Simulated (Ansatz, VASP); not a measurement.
**One calculation of Bi, two programs**

File INCAR:

```
SYSTEM = Bi
ALGO = Normal
EDIFF = 1E-8
ENCUT = 520
GGA = PS
ISIF = 2
ISMEAR = -1
LASPH = .True.
LCHARG = .False.
LEFG = .True.
LREAL = .False.
LWAVE = .False.
NBANDS = 22
NELM = 60
PREC = Accurate
SIGMA = 0.03
```

File KPOINTS:

```
k-points
0
Gamma
  10 10 10
  0 0 0
```

File POSCAR:

```
Bi
1.0
    2.2729996784      1.3123169762      3.9935400000
   -2.2729996784      1.3123169762      3.9935400000
    0.0000000000     -2.6246339523      3.9935400000
Bi
2
Direct
    0.2338900000      0.2338900000      0.2338900000
    0.7661100000      0.7661100000      0.7661100000
```

Input for Ansatz:

```yaml
crystal:
  lattice:
    - [2.2729996784, 1.3123169762, 3.99354]
    - [-2.2729996784, 1.3123169762, 3.99354]
    - [0.0, -2.6246339523, 3.99354]
  atoms:
    - { symbol: Bi, position: [0.23389, 0.23389, 0.23389] }
    - { symbol: Bi, position: [0.76611, 0.76611, 0.76611] }
kpoints:
  mp_grid: { grid: [10, 10, 10] }
scf:
  occupations: { method: fermi_dirac, width: 0.03 }
hamiltonian:
  xc: pbesol
  pseudopotentials: { kind: paw }
output:
  forces: true
  stress: true
  eigenvalues: true
  efg: { contact_densities: true }
```

Change from the starting cell: zz strain of +1 %, PAW files.

Alike in both runs: task electric field gradients; functional PBEsol; k mesh 10 × 10 × 10; occupations fermi-dirac, width 0.03 eV; no spin polarisation.

```csv
,VASP,Ansatz
version,VASP 6.6.1,Ansatz 0.2.0
potentials or method,"VASP PAW PBE potentials, release 64 (Bi_d)","PAW with Ansatz's default frozen-core files, scalar-relativistic"
plane-wave cutoff (eV),520,420
valence electrons in the cell,30,30
```

```csv
,VASP,Ansatz,Ansatz less VASP
pressure (GPa),-1.1,-1.0,+0.06
"traceless stress, the component that is largest in VASP (GPa)",-0.10,-0.10,-0.002
rms of the force components (eV/Å),0.033,0.029,-0.0036
size of Vzz on the site where it differs most (V/Å²),22.3,24.0,+1.74
```

VASP's potentials were made for PBE, not for PBEsol. Atom by atom the forces differ by 0.004 eV/Å (rms over components).

Spin-orbit coupling is off throughout.
